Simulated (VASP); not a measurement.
Input of a VASP 6.6.1 run:

INCAR

```
PREC = Accurate ; ENCUT = 750
EDIFF = 1E-7 ; ISMEAR = -1
SIGMA = 0.02 ; LREAL = False
LASPH = True ; NELM = 120
ALGO = Normal ; ISIF = 3
LWAVE = False ; LCHARG = False
IBRION = 2 ; NSW = 50
EDIFFG = -0.01 ; GGA_COMPAT = False
NELMIN = 4
```

KPOINTS

```
regular mesh
0
Gamma
  8 8 8
```

POSCAR

```
Li
1.0
   -1.7546500000      1.7546500000      1.7546500000
    1.7546500000     -1.7546500000      1.7546500000
    1.7546500000      1.7546500000     -1.7546500000
Li
1
Direct
    0.0000000000      0.0000000000      0.0000000000
```

Potentials or basis: VASP PAW LDA potentials, release 64 (Li_sv).

The run is started by

```bash
$ cat potpaw_LDA.64/Li_sv/POTCAR > POTCAR
$ mpirun -np 1 vasp_std > vasp.out
```

**Question.** Predict the relaxed volume.

**Answer.** 18.97 Å³/atom.

**Question.** What does it give for the space group after relaxing (to 0.05 Å)?

**Answer.** Im-3m (No. 229).

Final structure:
```
Li
1.0
    -1.68008    1.68008    1.68008
     1.68008   -1.68008    1.68008
     1.68008    1.68008   -1.68008
Li
1
Direct
  0.00000 0.00000 0.00000
```

Caveat: the volume moved by -12 % from the deposited cell, more than functionals usually miss. Zero-point motion and thermal expansion aren't in these numbers.
